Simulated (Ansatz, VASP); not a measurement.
## TiB2: VASP beside Ansatz

Contents of INCAR:

```
SYSTEM = TiB2
PREC     = Accurate       ! precision mode
ENCUT    = 520            ! plane-wave cutoff, eV
EDIFF    = 1E-7           ! SCF threshold, eV
ISMEAR   = 0              ! smearing method
SIGMA    = 0.02           ! smearing width, eV
LREAL    = .FALSE.        ! projectors in reciprocal space
LASPH    = .TRUE.         ! aspherical terms in the spheres
NELM     = 80             ! most SCF steps
ALGO     = Normal         ! electronic algorithm
ISIF     = 2              ! what is computed and relaxed
LWAVE    = .FALSE.        ! write WAVECAR
LCHARG   = .TRUE.         ! write CHGCAR
LELF     = .TRUE.         ! ELF
LVHAR    = .TRUE.       
NBANDS   = 16             ! bands
```

KPOINTS

```
regular mesh
0
G
  15 15 12
  0 0 0
```

Contents of POSCAR:

```
TiB2
1.0
    3.0292000000      0.0000000000      0.0000000000
   -1.5146000000      2.6233641531      0.0000000000
    0.0000000000      0.0000000000      3.2284000000
Ti B
1 2
Direct
    0.0000000000      0.0000000000      0.0309750960
    0.6666666667      0.3333333333      0.5000000000
    0.3333333333      0.6666666667      0.5000000000
```

Input for Ansatz:

```yaml
crystal:
  lattice:
    - [3.0292, 0.0, 0.0]
    - [-1.5146, 2.6233641531, 0.0]
    - [0.0, 0.0, 3.2284]
  atoms:
    - { symbol: Ti, position: [0.0, 0.0, 0.030975096] }
    - { symbol: B, position: [0.6666666667, 0.3333333333, 0.5] }
    - { symbol: B, position: [0.3333333333, 0.6666666667, 0.5] }
hamiltonian:
  xc: lda
kpoints:
  mp_grid: { grid: [15, 15, 12] }
scf:
  occupations: { method: gaussian, width: 0.02 }
  convergence: { dr2_threshold: 1.0e-09 }
basis:
  ecutwfc: 600
output:
  forces: true
  stress: true
```

Alike in both runs: task single point; functional LDA; k mesh 15 × 15 × 12; occupations gaussian, width 0.02 eV; no spin polarisation.

|  | VASP | Ansatz |
| --- | --- | --- |
| version | VASP 6.6.1 | Ansatz 0.2.0 |
| potentials or method | VASP PAW LDA potentials, release 64 (Ti_sv, B), cutoff 520 eV | scalar-relativistic, plane waves, PAW |
| valence electrons in the cell | 18 | 18 |

VASP gave:

- pressure (GPa): -9.5
- traceless stress, the component that is largest in VASP (GPa): -0.70
- rms of the force components (eV/Å): 0.555

Task: What did Ansatz give for the same quantities?

Result: Pressure (GPa): -10.0; traceless stress, the component that is largest in VASP (GPa): -0.69; rms of the force components (eV/Å): 0.549.

LDA's correlation is that of Perdew and Zunger in VASP and of Perdew and Wang (1992) in Ansatz. Atom by atom the forces differ by 0.005 eV/Å (rms over components). Ansatz's warnings: stress scf threshold loose.
